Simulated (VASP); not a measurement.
# InAs (F-43m) in VASP: notebook

The runs below take InAs through single point, relaxation of cell and atoms, with PBE.

Everything below comes from runs of VASP 6.6.1. Logs are shortened: lines on timing, memory, paths and dates and some standing lists are left out, and cuts for length are marked.

## (1) The cell of the first run

It takes space group F-43m (No. 216, cubic). The conventional cell has a = 5.773 Å, b = 5.773 Å, c = 5.773 Å, α = 90.00°, β = 90.00°, γ = 90.00°. Within 3.3 Å of In (site symmetry -43m) lie 4 As at 2.50 Å. Within 3.3 Å of As (site symmetry -43m) lie 4 In at 2.50 Å.

## (2) Single point, PBE

INCAR

```
ALGO     = Normal         # electronic algorithm
EDIFF    = 1E-6           # SCF threshold, eV
ENCUT    = 500            # plane-wave cutoff, eV
GGA      = PE             # functional
GGA_COMPAT= F            
ISIF     = 2              # what is computed and relaxed
ISMEAR   = 0              # smearing method
LASPH    = T              # aspherical terms in the spheres
LCHARG   = T              # write CHGCAR
LELF     = T              # ELF
LREAL    = F              # projectors in reciprocal space
LVHAR    = T            
LWAVE    = F              # write WAVECAR
NBANDS   = 16             # bands
NELM     = 120            # most SCF steps
PREC     = Accurate       # precision mode
SIGMA    = 0.1            # smearing width, eV
```

KPOINTS

```
k-points
0
Gamma
  6 6 6
```

POSCAR

```
InAs
1.0
    0.0000000000      2.8867486465      2.8867486465
    2.8867486465      0.0000000000      2.8867486465
    2.8867486465      2.8867486465      0.0000000000
In As
1 1
Direct
    0.0000000000      0.0000000000      0.0000000000
    0.2500000000      0.2500000000      0.2500000000
```

Potentials or basis: VASP PAW PBE potentials, release 64 (In_d, As).

Command:

```console
cat potpaw_PBE.64/In_d/POTCAR potpaw_PBE.64/As/POTCAR > POTCAR
mpirun -np 1 vasp_std > vasp.out
```

OUTCAR:

```text
EDIFF = 1E-6
   ENCUT = 500
   GGA = PE
   ISIF = 2
   ISMEAR = 0
   LASPH = T
   LREAL = F
   NELM = 120
   PREC = Accurate

 ion  position               nearest neighbor table
   1  0.000  0.000  0.000-   2 2.50   2 2.50   2 2.50   2 2.50
   2  0.250  0.250  0.250-   1 2.50   1 2.50   1 2.50   1 2.50

  LATTYP: Found a face centered cubic cell.
 ALAT       =     5.7734972930

  Lattice vectors:

 A1 = (   0.0000000000,   2.8867486465,   2.8867486465)
 A2 = (   2.8867486465,   0.0000000000,   2.8867486465)
 A3 = (   2.8867486465,   2.8867486465,   0.0000000000)

Analysis of symmetry for initial positions (statically):
=====================================================================
 Subroutine PRICEL returns:
 Original cell was already a primitive cell.

 Routine SETGRP: Setting up the symmetry group for a
 face centered cubic supercell.

 Subroutine GETGRP returns: Found 24 space group operations
 (whereof 24 operations were pure point group operations)
 out of a pool of 48 trial point group operations.

The static configuration has the point symmetry T_d .

Analysis of symmetry for dynamics (positions and initial velocities):
=====================================================================
 Subroutine PRICEL returns:
 Original cell was already a primitive cell.

 Routine SETGRP: Setting up the symmetry group for a
 face centered cubic supercell.

 Subroutine GETGRP returns: Found 24 space group operations
 (whereof 24 operations were pure point group operations)
 out of a pool of 48 trial point group operations.

The dynamic configuration has the point symmetry T_d .

 Subroutine INISYM returns: Found 24 space group operations
 (whereof 24 operations are pure point group operations),
 and found     1 'primitive' translations

----------------------------------------------------------------------------------------

                                     Primitive cell

  volume of cell :      48.1124

  direct lattice vectors                    reciprocal lattice vectors
     0.000000000  2.886748647  2.886748647    -0.173205243  0.173205243  0.173205243
     2.886748647  0.000000000  2.886748647     0.173205243 -0.173205243  0.173205243
     2.886748647  2.886748647  0.000000000     0.173205243  0.173205243 -0.173205243

  length of vectors
     4.082479087  4.082479087  4.082479087     0.300000281  0.300000281  0.300000281

  position of ions in fractional coordinates (direct lattice)
     0.000000000  0.000000000  0.000000000
     0.250000000  0.250000000  0.250000000

  ion indices of the primitive-cell ions
   primitive index   ion index
                 1           1
                 2           2

----------------------------------------------------------------------------------------

 KPOINTS: k-points

Automatic generation of k-mesh.
 Grid dimensions read from file:
 generate k-points for:    6    6    6

 Generating k-lattice:

  Cartesian coordinates                     Fractional coordinates (reciprocal lattice)
    -0.028867540  0.028867540  0.028867540     0.166666667  0.000000000  0.000000000
     0.028867540 -0.028867540  0.028867540     0.000000000  0.166666667  0.000000000
     0.028867540  0.028867540 -0.028867540     0.000000000  0.000000000  0.166666667

  Length of vectors
     0.050000047  0.050000047  0.050000047

  Shift w.r.t. Gamma in fractional coordinates (k-lattice)
     0.000000000  0.000000000  0.000000000

 Subroutine IBZKPT returns following result:
 ===========================================

 Found     16 irreducible k-points:

 Following reciprocal coordinates:
            Coordinates               Weight
  0.000000  0.000000  0.000000      1.000000
  0.166667  0.000000  0.000000      8.000000
  0.333333  0.000000  0.000000      8.000000
  0.500000  0.000000  0.000000      4.000000
  0.166667  0.166667  0.000000      6.000000
  0.333333  0.166667  0.000000     24.000000
[... 8 lines left out ...]
 -0.333333  0.333333  0.166667     24.000000
 -0.333333  0.500000  0.166667     12.000000
   k-points           NKPTS =     16   k-points in BZ     NKDIM =     16   number of bands    NBANDS=     16
   number of dos      NEDOS =    301   number of ions     NIONS =      2
   total plane-waves  NPLWV =  27000
   dimension x,y,z NGX =    30 NGY =   30 NGZ =   30
   dimension x,y,z NGXF=    60 NGYF=   60 NGZF=   60
   ions per type =               1   1
   NGX,Y,Z   is equivalent  to a cutoff of  12.22, 12.22, 12.22 a.u.
   NGXF,Y,Z  is equivalent  to a cutoff of  24.43, 24.43, 24.43 a.u.
 SYSTEM =  unknown system
   PREC   = accura    normal or accurate (medium, high low for compatibility)
   ISTART =      0    job   : 0-new  1-cont  2-samecut
   ICHARG =      2    charge: 1-file 2-atom 10-const
   ISPIN  =      1    spin polarized calculation?
   LNONCOLLINEAR =      F non collinear calculations
   LSORBIT =      F    spin-orbit coupling
   LASPH  =      T    aspherical Exc in radial PAW
   ENCUT  =  500.0 eV  36.75 Ry    6.06 a.u.   7.44  7.44  7.44*2*pi/ulx,y,z
   NELM   =    120;   NELMIN=  2; NELMDL= -5     # of ELM steps
   EDIFF  = 0.1E-05   stopping-criterion for ELM
   LREAL  =      F    real-space projection
[... 7 lines left out ...]
   TEBEG  =    0.0;   TEEND  =   0.0 temperature during run
   PSTRESS=    0.0 pullay stress
   NELECT =      18.0000    total number of electrons
   NUPDOWN=      -1.0000    fix difference up-down
   EMIN   =  10.00;   EMAX   =-10.00  energy-range for DOS
   EFERMI =   0.00;   METHOD = LEGACY
   ISMEAR =     0;   SIGMA  =   0.10  broadening in eV -4-tet -1-fermi 0-gaus
   EFERMI_NEDOS =   21; number of points for ismear=-14 and -15
   IALGO  =     38    algorithm
   IMIX   =      4    mixing-type and parameters
     AMIX     =   0.40;   BMIX     =  1.00
     AMIX_MAG =   1.60;   BMIX_MAG =  1.00
  volume/ion in A,a.u.               =      24.06       162.34
  Fermi-wavevector in a.u.,A,eV,Ry     =   1.179632  2.229182 18.932951  1.391533
  Thomas-Fermi vector in A             =   2.315940
   LORBIT       =      0    0 simple, 1 ext, 2 COOP (PROOUT), +10 PAW based schemes
   GGA     = PE    functional components
   LHFCALC =     F    Hartree Fock is set to
   AEXX    =    0.0000 exact exchange contribution
   IVDW    =     0    specifies the selected vdW correction
   LEPSILON=     F    determine dielectric tensor
   LRPA    =     F    only Hartree local field effects (RPA)
 non-spin polarized calculation
 Gauss-broadening in eV      SIGMA  =   0.10
  energy-cutoff  :      500.00
  volume of cell :       48.11
 maximum number of plane-waves:      1243
 NGX is ok and might be reduce to    30
   NGX = 15   NGY = 15   NGZ = 15

 number of electron      18.0000006 magnetization

 Free energy of the ion-electron system (eV)
  ---------------------------------------------------
  ext. energy  EPLUGINS =         0.00000000
  ---------------------------------------------------
  free energy    TOTEN  =        -7.22570101 eV

  energy without entropy =       -7.22569987  energy(sigma->0) =       -7.22570044

 E-fermi :   6.3188     XC(G=0):  -9.7131

 val. band max:        6.0505120603   @ k =   0.0000   0.0000   0.0000
 cond. band min:       6.5672340229   @ k =   0.0000   0.0000   0.0000
 fundamental gap:      0.5167219626
 Fermi energy:         6.3188403069

 k-point     1 :       0.0000    0.0000    0.0000
  band No.  band energies     occupation
      1      -8.7218      2.00000
      2      -8.7218      2.00000
      3      -8.7218      2.00000
      4      -8.5264      2.00000
      5      -8.5264      2.00000
      6      -6.8151      2.00000
[... 8 lines left out ...]
     15      16.0838      0.00000
     16      16.0838      0.00000

 k-point     2 :       0.1667    0.0000    0.0000
  band No.  band energies     occupation
      1      -8.7847      2.00000
      2      -8.7061      2.00000
      3      -8.7061      2.00000
      4      -8.5266      2.00000
      5      -8.5266      2.00000
      6      -6.4502      2.00000
[... 8 lines left out ...]
     15      14.7970      0.00000
     16      14.9839      0.00000

 k-point     3 :       0.3333    0.0000    0.0000
  band No.  band energies     occupation
      1      -8.8879      2.00000
      2      -8.6808      2.00000
      3      -8.6808      2.00000
      4      -8.5205      2.00000
      5      -8.5205      2.00000
      6      -5.5350      2.00000
[... 8 lines left out ...]
     15      15.4052      0.00000
     16      15.4052      0.00000

 k-point     4 :       0.5000    0.0000    0.0000
  band No.  band energies     occupation
      1      -8.9324      2.00000
      2      -8.6720      2.00000
      3      -8.6720      2.00000
      4      -8.5133      2.00000
      5      -8.5133      2.00000
      6      -4.8568      2.00000
[... 8 lines left out ...]
     15      17.2910      0.00000
     16      17.2910      0.00000

 k-point     5 :       0.1667    0.1667    0.0000
  band No.  band energies     occupation
      1      -8.8164      2.00000
      2      -8.6902      2.00000
      3      -8.6902      2.00000
      4      -8.5410      2.00000
      5      -8.5174      2.00000
      6      -6.3339      2.00000
[... 8 lines left out ...]
     15      16.2241      0.00000
     16      16.3705      0.00000

 k-point     6 :       0.3333    0.1667    0.0000
  band No.  band energies     occupation
      1      -8.8956      2.00000
      2      -8.6678      2.00000
      3      -8.6610      2.00000
      4      -8.5482      2.00000
      5      -8.5099      2.00000
      6      -5.6004      2.00000
[... 8 lines left out ...]
     15      16.5206      0.00000
     16      16.5370      0.00000

 k-point     7 :       0.5000    0.1667    0.0000
  band No.  band energies     occupation
      1      -8.9428      2.00000
      2      -8.6613      2.00000
      3      -8.6495      2.00000
      4      -8.5348      2.00000
      5      -8.5100      2.00000
      6      -4.7324      2.00000
[... 8 lines left out ...]
     15      17.1061      0.00000
     16      17.4162      0.00000

 k-point     8 :      -0.3333    0.1667    0.0000
  band No.  band energies     occupation
      1      -8.9260      2.00000
      2      -8.6647      2.00000
      3      -8.6593      2.00000
      4      -8.5261      2.00000
      5      -8.5212      2.00000
      6      -4.9745      2.00000
[... 8 lines left out ...]
     15      15.9068      0.00000
     16      17.3307      0.00000

 k-point     9 :      -0.1667    0.1667    0.0000
  band No.  band energies     occupation
      1      -8.8554      2.00000
      2      -8.6878      2.00000
      3      -8.6797      2.00000
      4      -8.5341      2.00000
      5      -8.5202      2.00000
      6      -5.9010      2.00000
[... 8 lines left out ...]
     15      15.6705      0.00000
     16      16.7412      0.00000

 k-point    10 :       0.3333    0.3333    0.0000
  band No.  band energies     occupation
      1      -8.9550      2.00000
      2      -8.6240      2.00000
      3      -8.6240      2.00000
      4      -8.5768      2.00000
      5      -8.4995      2.00000
      6      -5.1243      2.00000
[... 8 lines left out ...]
     15      17.1512      0.00000
     16      19.4099      0.00000

 k-point    11 :       0.5000    0.3333    0.0000
  band No.  band energies     occupation
      1      -8.9843      2.00000
      2      -8.6208      2.00000
      3      -8.6074      2.00000
      4      -8.5730      2.00000
      5      -8.4994      2.00000
      6      -4.3962      2.00000
[... 8 lines left out ...]
     15      17.7918      0.00000
     16      18.9246      0.00000

 k-point    12 :      -0.3333    0.3333    0.0000
  band No.  band energies     occupation
      1      -8.9655      2.00000
      2      -8.6439      2.00000
      3      -8.6216      2.00000
      4      -8.5470      2.00000
      5      -8.5167      2.00000
      6      -4.3057      2.00000
[... 8 lines left out ...]
     15      15.5790      0.00000
     16      19.4582      0.00000

 k-point    13 :       0.5000    0.5000    0.0000
  band No.  band energies     occupation
      1      -9.0110      2.00000
      2      -8.5962      2.00000
      3      -8.5894      2.00000
      4      -8.5894      2.00000
      5      -8.4905      2.00000
      6      -4.1566      2.00000
[... 8 lines left out ...]
     15      17.7772      0.00000
     16      18.8495      0.00000

 k-point    14 :       0.5000    0.3333    0.1667
  band No.  band energies     occupation
      1      -8.9464      2.00000
      2      -8.6507      2.00000
      3      -8.6316      2.00000
      4      -8.5536      2.00000
      5      -8.5089      2.00000
      6      -4.8405      2.00000
[... 8 lines left out ...]
     15      17.3909      0.00000
     16      18.6427      0.00000

 k-point    15 :      -0.3333    0.3333    0.1667
  band No.  band energies     occupation
      1      -8.9647      2.00000
      2      -8.6497      2.00000
      3      -8.6188      2.00000
      4      -8.5459      2.00000
      5      -8.5156      2.00000
      6      -4.3043      2.00000
[... 8 lines left out ...]
     15      17.4740      0.00000
     16      18.5434      0.00000

 k-point    16 :      -0.3333    0.5000    0.1667
  band No.  band energies     occupation
      1      -8.9870      2.00000
      2      -8.6269      2.00000
      3      -8.6046      2.00000
      4      -8.5627      2.00000
      5      -8.5062      2.00000
      6      -4.0840      2.00000
[... 8 lines left out ...]
     15      18.4630      0.00000
     16      18.5870      0.00000

------------------------ aborting loop because EDIFF is reached ----------------------------------------

  FORCE on cell =-STRESS in cart. coord.  units (eV):
  Direction    XX          YY          ZZ          XY          YZ          ZX
  --------------------------------------------------------------------------------------
  -------------------------------------------------------------------------------------
  Total        4.9663602      4.9663602      4.9663602      0.0000000      0.0000000     -0.0000000
  in kB      165.3833898    165.3833898    165.3833898      0.0000000      0.0000000     -0.0000000
  external PRESSURE =     165.3833898 kB  Pullay stress =       0.0000000 kB

 VOLUME and BASIS-vectors are now :
 -----------------------------------------------------------------------------
  energy-cutoff  :      500.00
  volume of cell :       48.11
      direct lattice vectors                 reciprocal lattice vectors
     0.000000000  2.886748647  2.886748647    -0.173205243  0.173205243  0.173205243
     2.886748647  0.000000000  2.886748647     0.173205243 -0.173205243  0.173205243
     2.886748647  2.886748647  0.000000000     0.173205243  0.173205243 -0.173205243

 POSITION                                       TOTAL-FORCE (eV/Angst)
 -----------------------------------------------------------------------------------
      0.00000      0.00000      0.00000        -0.000000     -0.000000     -0.000000
      1.44337      1.44337      1.44337         0.000000      0.000000      0.000000
 -----------------------------------------------------------------------------------
    total drift:                               -0.000000     -0.000000     -0.000000

  FREE ENERGIE OF THE ION-ELECTRON SYSTEM (eV)
  ---------------------------------------------------
  free  energy   TOTEN  =        -7.2257010059 eV

  energy  without entropy=       -7.2256998747  energy(sigma->0) =       -7.22570044
```

It took 10 s on 1 thread of AMD EPYC 9R14 (Zen 4), shared host; peak memory 0.14 GiB.

Results:

| Property | Result |
| --- | --- |
| Free energy | -7.2257 eV |
| Pressure | 16.5 GPa |
| Band gap on the k mesh | 0.52 eV, direct |

Caveat: spin-orbit coupling is left out, which moves the levels of the heavy elements. A hybrid or GW would open this gap; PBE tends to underestimate it.

(Continued in part 2 of 2.)
